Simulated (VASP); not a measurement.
The system is Ag.

```
CELL_PARAMETERS angstrom
5.14829 0.00000 0.00000
0.00000 5.14829 0.00000
0.00000 0.00000 5.14829
ATOMIC_POSITIONS crystal
Ag 0.00000 0.00000 0.00000
Ag 0.50000 0.50000 0.50000
Ag 0.25000 0.00000 0.50000
Ag 0.75000 0.00000 0.50000
Ag 0.50000 0.25000 0.00000
Ag 0.50000 0.75000 0.00000
Ag 0.00000 0.50000 0.25000
Ag 0.00000 0.50000 0.75000
```

```yaml
Program: VASP 6.6.1
Task: relaxation of cell and atoms
Functional: revPBE
Potentials_or_basis: VASP PAW PBE potentials, release 64 (Ag)
Cutoff: 600 eV
k_mesh: 5 × 5 × 5
Occupations: fermi-dirac, width 0.1 eV
Spin: no spin polarisation
```

At the start: pressure 10.8 GPa; volume 17.06 Å³/atom.

Where does the relaxation end?

Over 3 steps the energy falls by 58.5 meV/atom and the volume is 19.00 Å³/atom (+11.4 %); space group Pm-3n (No. 223, to 0.1 Å) before and after.

The path:
```csv
step,energy change (eV),largest force (eV/Å),pressure (GPa),volume (Å³)
1,0.0000,0.0000,10.85,136.45
2,-0.3743,0.0000,-3.33,160.55
3,-0.4678,0.0000,0.05,152.03
```

Final structure:
```cif
data_structure
_symmetry_space_group_name_H-M 'P 1'
_symmetry_Int_Tables_number 1
_cell_length_a 5.3371
_cell_length_b 5.3371
_cell_length_c 5.3371
_cell_angle_alpha 90.000
_cell_angle_beta 90.000
_cell_angle_gamma 90.000
_cell_volume 152.03
loop_
_atom_site_label
_atom_site_type_symbol
_atom_site_fract_x
_atom_site_fract_y
_atom_site_fract_z
_atom_site_occupancy
Ag1 Ag 0.00000 0.00000 0.00000 1
Ag2 Ag 0.50000 0.50000 0.50000 1
Ag3 Ag 0.25000 0.00000 0.50000 1
Ag4 Ag 0.75000 0.00000 0.50000 1
Ag5 Ag 0.50000 0.25000 0.00000 1
Ag6 Ag 0.50000 0.75000 0.00000 1
Ag7 Ag 0.00000 0.50000 0.25000 1
Ag8 Ag 0.00000 0.50000 0.75000 1
```

Caveat: the PAW data sets were made with another functional, which shifts forces and pressure a little.
